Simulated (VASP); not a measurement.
# LiCl: relaxation of cell and atoms with PBE

Crystal: LiCl.

```
CELL_PARAMETERS angstrom
-0.03334 2.53113 2.50572
5.08550 2.58855 -2.62982
-5.05294 2.62267 -2.53058
ATOMIC_POSITIONS crystal
Li 0.02711 0.23916 0.75104
Li 0.47838 0.73016 0.76885
Li 0.47900 0.21914 0.21669
Li 0.04343 0.75964 0.26935
Cl 0.01634 0.03207 0.00240
Cl 0.57995 0.52551 0.99102
Cl 0.41660 0.98131 0.48744
Cl 0.95918 0.51303 0.51321
```

* Program: VASP 6.6.1
* Task: relaxation of cell and atoms
* Functional: PBE
* Potentials or basis: VASP PAW PBE potentials, release 64 (Li_sv, Cl)
* Cutoff: 600 eV
* k mesh: 4 × 2 × 2
* Occupations: gaussian, width 0.1 eV
* Spin: no spin polarisation
* Dipole correction: no
* Further INCAR settings: ALGO = Normal; EDIFF = 1e-06; IBRION = 2; EDIFFG = -0.025; NSW = 80; ISIF = 3

```
Relaxed volume                         : 17.04 Å³/atom
Relaxed cell                           : a = 3.646 Å, b = 6.294 Å, c = 6.296 Å, α = 109.31°, β = 90.04°, γ = 89.96°
Space group after relaxing (to 0.05 Å) : Fm-3m (No. 225)
Energy gained by relaxing              : 69.8 meV/atom
Ionic steps                            : 16
Pressure after relaxing                : 0.0 GPa
Largest force after relaxing           : 0.017 eV/Å
Band gap on the k mesh                 : 6.27 eV, direct
```

Forces on the atoms (eV/Å):
```
Li  -0.003 -0.009  0.006
Li  -0.005  0.011  0.007
Li  -0.002  0.006 -0.007
Li   0.005 -0.005 -0.003
Cl   0.008 -0.005  0.010
Cl   0.002  0.006  0.002
Cl  -0.004 -0.004 -0.016
Cl  -0.001 -0.001  0.001
```

Step by step:
| step | energy change (eV) | largest force (eV/Å) | pressure (GPa) | volume (Å³) |
| --- | --- | --- | --- | --- |
| 1 | 0.0000 | 1.3573 | 3.41 | 132.39 |
| 2 | -0.2865 | 0.5970 | 0.71 | 139.25 |
| 3 | -0.3634 | 0.3002 | -1.29 | 146.97 |
| 4 | -0.3638 | 0.3098 | -1.17 | 146.42 |
| 5 | -0.4081 | 0.2914 | -0.85 | 143.94 |
| 6 | -0.4800 | 0.2733 | 0.39 | 136.65 |
| 7 | -0.4819 | 0.2789 | 0.74 | 135.05 |
| 8 | -0.5120 | 0.2196 | 0.36 | 135.91 |
| 9 | -0.5335 | 0.1733 | -0.16 | 137.51 |
| 10 | -0.5470 | 0.1134 | -0.03 | 136.76 |
| 11 | -0.5525 | 0.0783 | 0.16 | 135.86 |
| 12 | -0.5556 | 0.0525 | -0.08 | 136.82 |
| 13 | -0.5560 | 0.0532 | -0.18 | 137.23 |
| 14 | -0.5578 | 0.0368 | 0.03 | 136.30 |
| 15 | -0.5579 | 0.0333 | 0.07 | 136.10 |
| 16 | -0.5586 | 0.0173 | 0.01 | 136.36 |

Final structure:
```yaml
crystal:
  lattice:
    - [0.00123, 2.57753, 2.57935]
    - [5.13409, 2.57691, -2.57171]
    - [-5.13507, 2.57475, -2.57627]
  atoms:
    - { symbol: Li, position: [0.00111, 0.25188, 0.75118] }
    - { symbol: Li, position: [0.49556, 0.75006, 0.74881] }
    - { symbol: Li, position: [0.49974, 0.24848, 0.24854] }
    - { symbol: Li, position: [0.00238, 0.75011, 0.25116] }
    - { symbol: Cl, position: [0.99938, 0.99997, 0.00061] }
    - { symbol: Cl, position: [0.49878, 0.49970, 0.99989] }
    - { symbol: Cl, position: [0.50306, 0.99978, 0.49981] }
    - { symbol: Cl, position: [0.99999, 0.50002, 0.50001] }
```

Levels at points of the mesh, in eV from the valence-band top:
| k point | band 16 | band 17 | band 18 | band 19 | band 20 | band 21 | band 22 | band 23 | band 24 | band 25 |
| --- | --- | --- | --- | --- | --- | --- | --- | --- | --- | --- |
| (0.00, 0.00, 0.00) | -0.26 | -0.25 | -0.01 | -0.01 | 0.00 | 6.27 | 6.74 | 6.74 | 7.85 | 8.29 |
| (0.50, 0.00, 0.00) | -1.42 | -1.06 | -1.06 | -0.29 | -0.28 | 8.16 | 8.16 | 9.52 | 9.52 | 10.12 |
| (0.00, 0.50, 0.00) | -0.72 | -0.15 | -0.15 | -0.14 | -0.14 | 7.18 | 7.18 | 8.14 | 8.14 | 9.58 |
| (0.50, 0.50, 0.00) | -1.26 | -0.71 | -0.70 | -0.70 | -0.70 | 8.15 | 8.15 | 8.16 | 8.17 | 9.58 |
| (0.00, 0.00, 0.50) | -0.71 | -0.15 | -0.14 | -0.14 | -0.13 | 7.18 | 7.18 | 8.14 | 8.14 | 9.57 |
| (0.50, 0.00, 0.50) | -1.26 | -0.71 | -0.71 | -0.70 | -0.70 | 8.14 | 8.15 | 8.16 | 8.17 | 9.58 |
| (0.00, 0.50, 0.50) | -0.59 | -0.58 | -0.58 | -0.30 | -0.29 | 8.14 | 8.15 | 8.48 | 8.48 | 9.55 |
| (0.50, 0.50, 0.50) | -1.07 | -0.26 | -0.26 | -0.26 | -0.25 | 6.74 | 6.75 | 7.85 | 7.85 | 8.30 |

Wall time 5 min on 1 thread of AMD EPYC 9R45 96-Core Processor (Zen 5), on a shared host, peak memory 0.23 GiB.

Caveat: the k points lie up to 0.53 Å⁻¹ apart in the final cell; the cutoff is under 1.25 times the usual one of these potentials, so pressure, stress and relaxed cells hold a basis-set (Pulay) error. A hybrid or GW would open this gap; PBE tends to underestimate it.
